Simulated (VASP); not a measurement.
# CaO in VASP: a series of runs

CaO is run at these levels: LDA; tasks: single point.

Program: VASP 6.6.1. These are calculated values, not measurements. Logs are shortened: lines on timing, memory, paths and dates and some standing lists are left out, and cuts for length are marked.

### Step 1. The cell of the first run

The structure is cubic, space group Fm-3m (No. 225). The conventional cell has a = 4.684 Å, b = 4.684 Å, c = 4.684 Å, α = 90.00°, β = 90.00°, γ = 90.00°. Within 3.1 Å of Ca (site symmetry m-3m) lie 6 O at 2.34 Å. O (site symmetry m-3m) has 6 Ca at 2.34 Å within 3.1 Å.

### Step 2. Single point, LDA

File INCAR:

```
  PREC = Accurate
  ENCUT = 520
  EDIFF = 1E-6
  ISMEAR = 0
  SIGMA = 0.01
  LREAL = False
  LASPH = True
  NELM = 80
  ALGO = Normal
  ISIF = 2
  LWAVE = False
  LCHARG = True
  GGA = CA
  LELF = True
  LVHAR = True
  NBANDS = 15
```

File KPOINTS:

```
regular mesh
0
Gamma
  8 8 8
```

File POSCAR:

```
CaO
1.0
    0.0000000000      2.3421800618      2.3421800618
    2.3421800618      0.0000000000      2.3421800618
    2.3421800618      2.3421800618      0.0000000000
Ca O
1 1
Direct
    0.0000000000      0.0000000000      0.0000000000
    0.5000000000      0.5000000000      0.5000000000
```

Potentials or basis: VASP PAW LDA potentials, release 64 (Ca_sv, O).

The run is started by

```bash
cat potpaw_LDA.64/Ca_sv/POTCAR potpaw_LDA.64/O/POTCAR > POTCAR
mpirun -np 1 vasp_std > vasp.out
```

OUTCAR:

```text
PREC = Accurate
   ENCUT = 520
   EDIFF = 1E-6
   ISMEAR = 0
   LREAL = False
   LASPH = True
   NELM = 80
   ISIF = 2
   GGA = CA

 ion  position               nearest neighbor table
   1  0.000  0.000  0.000-   2 2.34   2 2.34   2 2.34   2 2.34   2 2.34   2 2.34
   2  0.500  0.500  0.500-   1 2.34   1 2.34   1 2.34   1 2.34   1 2.34   1 2.34

  LATTYP: Found a face centered cubic cell.
 ALAT       =     4.6843601236

  Lattice vectors:

 A1 = (   0.0000000000,   2.3421800618,   2.3421800618)
 A2 = (   2.3421800618,   0.0000000000,   2.3421800618)
 A3 = (   2.3421800618,   2.3421800618,   0.0000000000)

Analysis of symmetry for initial positions (statically):
=====================================================================
 Subroutine PRICEL returns:
 Original cell was already a primitive cell.

 Routine SETGRP: Setting up the symmetry group for a
 face centered cubic supercell.

 Subroutine GETGRP returns: Found 48 space group operations
 (whereof 48 operations were pure point group operations)
 out of a pool of 48 trial point group operations.

The static configuration has the point symmetry O_h .

Analysis of symmetry for dynamics (positions and initial velocities):
=====================================================================
 Subroutine PRICEL returns:
 Original cell was already a primitive cell.

 Routine SETGRP: Setting up the symmetry group for a
 face centered cubic supercell.

 Subroutine GETGRP returns: Found 48 space group operations
 (whereof 48 operations were pure point group operations)
 out of a pool of 48 trial point group operations.

The dynamic configuration has the point symmetry O_h .

 Subroutine INISYM returns: Found 48 space group operations
 (whereof 48 operations are pure point group operations),
 and found     1 'primitive' translations

----------------------------------------------------------------------------------------

                                     Primitive cell

  volume of cell :      25.6975

  direct lattice vectors                    reciprocal lattice vectors
     0.000000000  2.342180062  2.342180062    -0.213476328  0.213476328  0.213476328
     2.342180062  0.000000000  2.342180062     0.213476328 -0.213476328  0.213476328
     2.342180062  2.342180062  0.000000000     0.213476328  0.213476328 -0.213476328

  length of vectors
     3.312342809  3.312342809  3.312342809     0.369751847  0.369751847  0.369751847

  position of ions in fractional coordinates (direct lattice)
     0.000000000  0.000000000  0.000000000
     0.500000000  0.500000000  0.500000000

[... 82 lines left out ...]
   ISIF   =      2    stress and relaxation
   ISYM   =      2    0-nonsym 1-usesym 2-fastsym
   POTIM  = 0.5000    time-step for ionic-motion
   TEBEG  =    0.0;   TEEND  =   0.0 temperature during run
   PSTRESS=    0.0 pullay stress
   NELECT =      16.0000    total number of electrons
   NUPDOWN=      -1.0000    fix difference up-down
   EMIN   =  10.00;   EMAX   =-10.00  energy-range for DOS
   EFERMI =   0.00;   METHOD = LEGACY
   ISMEAR =     0;   SIGMA  =   0.01  broadening in eV -4-tet -1-fermi 0-gaus
   EFERMI_NEDOS =   21; number of points for ismear=-14 and -15
   IALGO  =     38    algorithm
   IMIX   =      4    mixing-type and parameters
     AMIX     =   0.40;   BMIX     =  1.00
     AMIX_MAG =   1.60;   BMIX_MAG =  1.00
  volume/ion in A,a.u.               =      12.85        86.71
  Fermi-wavevector in a.u.,A,eV,Ry     =   1.397927  2.641699 26.588510  1.954200
  Thomas-Fermi vector in A             =   2.521135
   LORBIT       =      0    0 simple, 1 ext, 2 COOP (PROOUT), +10 PAW based schemes
   GGA     = CA    functional components
   LHFCALC =     F    Hartree Fock is set to
   AEXX    =    0.0000 exact exchange contribution
   IVDW    =     0    specifies the selected vdW correction
   LEPSILON=     F    determine dielectric tensor
   LRPA    =     F    only Hartree local field effects (RPA)
 non-spin polarized calculation
 Gauss-broadening in eV      SIGMA  =   0.01
  energy-cutoff  :      520.00
  volume of cell :       25.70
 maximum number of plane-waves:       701
 NGX is ok and might be reduce to    28
   NGX = 13   NGY = 13   NGZ = 13

 number of electron      16.0000000 magnetization

 Free energy of the ion-electron system (eV)
  ---------------------------------------------------
  ext. energy  EPLUGINS =         0.00000000
  ---------------------------------------------------
  free energy    TOTEN  =       -14.21505529 eV

  energy without entropy =      -14.21505529  energy(sigma->0) =      -14.21505529

 E-fermi :   2.6491     XC(G=0): -11.4134

 val. band max:        2.4810162613   @ k =   0.0000   0.0000   0.0000
 cond. band min:       5.8868232254   @ k =   0.5000   0.5000   0.0000
 fundamental gap:      3.4058069642
 Fermi energy:         2.6491033408

 k-point     1 :       0.0000    0.0000    0.0000
  band No.  band energies     occupation
      1     -34.2888      2.00000
      2     -15.2657      2.00000
      3     -15.2657      2.00000
      4     -15.2657      2.00000
      5     -12.8794      2.00000
      6       2.4810      2.00000
      7       2.4810      2.00000
      8       2.4810      2.00000
      9       7.6950      0.00000
     10       8.7605      0.00000
     11       8.7605      0.00000
     12       8.7605      0.00000
     13      10.4652      0.00000
     14      10.4652      0.00000
[... 401 lines left out ...]
      2     -16.5219      2.00000
      3     -15.5944      2.00000
      4     -15.4365      2.00000
      5     -11.6538      2.00000
      6       0.2544      2.00000
      7       1.2562      2.00000
      8       1.2886      2.00000
      9       9.4178      0.00000
     10       9.4882      0.00000
     11      11.6518      0.00000
     12      11.9908      0.00000
     13      13.3204      0.00000
     14      15.0622      0.00000
     15      17.1745      0.00000

 [... further k-points ...]
[... 5 lines left out ...]
  --------------------------------------------------------------------------------------
  -------------------------------------------------------------------------------------
  Total        0.4900185      0.4900185      0.4900185      0.0000000      0.0000000     -0.0000000
  in kB       30.5514764     30.5514764     30.5514764      0.0000000      0.0000000     -0.0000000
  external PRESSURE =      30.5514764 kB  Pullay stress =       0.0000000 kB

 VOLUME and BASIS-vectors are now :
 -----------------------------------------------------------------------------
  energy-cutoff  :      520.00
  volume of cell :       25.70
      direct lattice vectors                 reciprocal lattice vectors
     0.000000000  2.342180062  2.342180062    -0.213476328  0.213476328  0.213476328
     2.342180062  0.000000000  2.342180062     0.213476328 -0.213476328  0.213476328
     2.342180062  2.342180062  0.000000000     0.213476328  0.213476328 -0.213476328

 POSITION                                       TOTAL-FORCE (eV/Angst)
 -----------------------------------------------------------------------------------
      0.00000      0.00000      0.00000        -0.000000     -0.000000      0.000000
      2.34218      2.34218      2.34218         0.000000      0.000000     -0.000000
 -----------------------------------------------------------------------------------
    total drift:                                0.000000      0.000000      0.000000

  FREE ENERGIE OF THE ION-ELECTRON SYSTEM (eV)
  ---------------------------------------------------
  free  energy   TOTEN  =       -14.2150552948 eV

  energy  without entropy=      -14.2150552948  energy(sigma->0) =      -14.21505529
```

stdout:

```text
POSCAR found type information on POSCAR CaO
 POSCAR found :  2 types and       2 ions
 scaLAPACK will be used
 LDA part: xc-table for (Slater(with rela. corr.)+CA(PZ))
 , standard interpolation
 POSCAR, INCAR and KPOINTS ok, starting setup
 FFT: planning ... GRIDC
 FFT: planning ... GRID_SOFT
 FFT: planning ... GRID
 WAVECAR not read
 entering main loop
```

Wall time 6.3 s (1 thread of Intel Xeon 6975P-C (Granite Rapids), shared host); peak memory 0.14 GiB.

What came out:

```yaml
Free_energy: -14.2151 eV
Pressure: 3.1 GPa
Band_gap_on_the_k_mesh: 3.41 eV, indirect (least direct gap 3.76 eV)
```

Levels at points of the mesh, in eV from the valence-band top:
```
           k point  band 6  band 7  band 8  band 9  band 10  band 11
(0.00, 0.00, 0.00)    0.00    0.00    0.00    5.21     6.28     6.28
(0.50, 0.00, 0.00)   -2.90   -1.40   -1.40    7.31     8.72     8.72
(0.50, 0.50, 0.00)   -1.26   -0.35   -0.35    3.41     8.61     9.32
```

A k mesh can miss the band edges.

### Step 3. Single point, LDA

This run uses another cell than the first one, of 13.24 Å³/atom, 1.030 times its volume.

File INCAR:

```
SYSTEM = CaO
ALGO = Normal
EDIFF = 1E-6
ENCUT = 520
GGA = CA
ISIF = 2
ISMEAR = 0
LASPH = .True.
LCHARG = .False.
LREAL = .False.
LWAVE = .False.
NBANDS = 15
NELM = 60
PREC = Accurate
SIGMA = 0.01
```

File KPOINTS:

```
k-points
0
Gamma
  8 8 8
  0 0 0
```

File POSCAR:

```
CaO
1.0
    0.0000000000      2.3657195599      2.3657195599
    2.3657195599      0.0000000000      2.3657195599
    2.3657195599      2.3657195599      0.0000000000
Ca O
1 1
Direct
    0.0000000000      0.0000000000      0.0000000000
    0.5000000000      0.5000000000      0.5000000000
```

Potentials or basis: VASP PAW LDA potentials, release 64 (Ca_sv, O).

The run is started by

```bash
cat potpaw_LDA.64/Ca_sv/POTCAR potpaw_LDA.64/O/POTCAR > POTCAR
mpirun -np 1 vasp_std > vasp.out
```

Wall time 5.4 s (1 thread of Intel Xeon 6975P-C (Granite Rapids), shared host); peak memory 0.14 GiB.

Results (log left out):

```
Free energy            : -14.2208 eV
Pressure               : -0.9 GPa
Band gap on the k mesh : 3.43 eV, indirect (least direct gap 3.79 eV)
```

Levels at points of the mesh, in eV from the valence-band top:
| k point | band 4 | band 5 | band 6 | band 7 | band 8 | band 9 | band 10 | band 11 | band 12 | band 13 |
| --- | --- | --- | --- | --- | --- | --- | --- | --- | --- | --- |
| (0.00, 0.00, 0.00) | -17.89 | -15.30 | 0.00 | 0.00 | 0.00 | 4.95 | 6.22 | 6.22 | 6.22 | 7.86 |
| (0.50, 0.00, 0.00) | -17.95 | -13.83 | -2.83 | -1.33 | -1.33 | 7.17 | 8.56 | 8.56 | 8.67 | 10.83 |
| (0.50, 0.50, 0.00) | -18.17 | -15.05 | -1.28 | -0.36 | -0.36 | 3.43 | 8.37 | 9.14 | 9.86 | 9.86 |

### Step 4. Single point, LDA (z stretched by -0.5 %, x and y held)

File INCAR:

```
PREC = Accurate ; ENCUT = 520
EDIFF = 1E-7 ; ISMEAR = 0
SIGMA = 0.01 ; LREAL = F
LASPH = T ; NELM = 60
ALGO = Normal ; ISIF = 2
LWAVE = F ; LCHARG = F
NBANDS = 15
```

File KPOINTS:

```
Automatic mesh
0
Gamma
  8 8 8
```

File POSCAR:

```
CaO
1.0
    0.0000000000      2.3539498109      2.3421800618
    2.3539498109      0.0000000000      2.3421800618
    2.3539498109      2.3539498109      0.0000000000
Ca O
1 1
Direct
    0.0000000000      0.0000000000      0.0000000000
    0.5000000000      0.5000000000      0.5000000000
```

The run is started by

```bash
cat potpaw_LDA.64/Ca_sv/POTCAR potpaw_LDA.64/O/POTCAR > POTCAR
mpirun -np 1 vasp_std > vasp.out
```

Run time: 11 s. Hardware: 1 thread of Intel Xeon 6975P-C (Granite Rapids), shared host; peak memory 0.15 GiB.

It converged, with:

| Quantity | Value |
| --- | --- |
| Free energy | -14.2189 eV |
| Pressure | 1.7 GPa |
| Band gap on the k mesh | 3.39 eV, indirect (least direct gap 3.76 eV) |

Stress tensor (GPa, compression positive):
```
1.31 0.00 0.00
0.00 1.31 0.00
0.00 0.00 2.38
```

Levels at points of the mesh, in eV from the valence-band top:
| k point | band 4 | band 5 | band 6 | band 7 | band 8 | band 9 | band 10 | band 11 | band 12 | band 13 |
| --- | --- | --- | --- | --- | --- | --- | --- | --- | --- | --- |
| (0.00, 0.00, 0.00) | -17.80 | -15.35 | -0.02 | -0.02 | 0.00 | 5.11 | 6.23 | 6.23 | 6.27 | 7.91 |
| (0.50, 0.00, 0.00) | -17.87 | -13.79 | -2.89 | -1.39 | -1.39 | 7.26 | 8.66 | 8.66 | 8.82 | 10.96 |
| (0.50, 0.50, 0.00) | -18.11 | -15.11 | -1.25 | -0.38 | -0.38 | 3.39 | 8.52 | 9.25 | 9.98 | 9.98 |
| (0.50, 0.00, 0.50) | -18.10 | -15.11 | -1.29 | -0.37 | -0.35 | 3.41 | 8.52 | 9.25 | 9.96 | 10.00 |

Caveat: the cell differs from its parent crystal (z stretched by -0.5 %, x and y held). A k mesh can miss the band edges.

(Part 1 of 2 ends here.)
